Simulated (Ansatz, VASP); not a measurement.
## Two plane-wave programs on NaI

```
CELL_PARAMETERS angstrom
4.04539 0.00485 0.00485
0.00485 4.04539 0.00485
0.00485 0.00485 4.04539
ATOMIC_POSITIONS crystal
Na 0.00000 0.00000 0.00000
I 0.50000 0.50000 0.50000
```

Change from the starting cell: shear_111 strain +0.4%.

Alike in both runs: task single point; functional r2SCAN; k mesh 6 × 6 × 6; no spin polarisation.

|  | VASP | Ansatz |
| --- | --- | --- |
| version | VASP 6.6.1 | Ansatz 0.2.0 |
| potentials or method | VASP PAW PBE potentials, release 64 (Na_pv, I) | plane waves, PAW |
| plane-wave cutoff (eV) | 520 | 500 |
| occupations | gaussian, width 0.01 eV | fixed |
| valence electrons in the cell | 14 | 26 |

|  | VASP | Ansatz | Ansatz less VASP |
| --- | --- | --- | --- |
| gap on the k mesh at the Fermi level (eV) | 3.06 | 3.05 | -0.014 |
| pressure (GPa) | -0.1 | -0.1 | +0.02 |

VASP's potentials were made for PBE, not for r2SCAN. VASP's potentials hold 14 valence electrons a cell and Ansatz's 26, so a difference there can come from the potentials and not from the codes.

Neither program's run includes spin-orbit coupling.
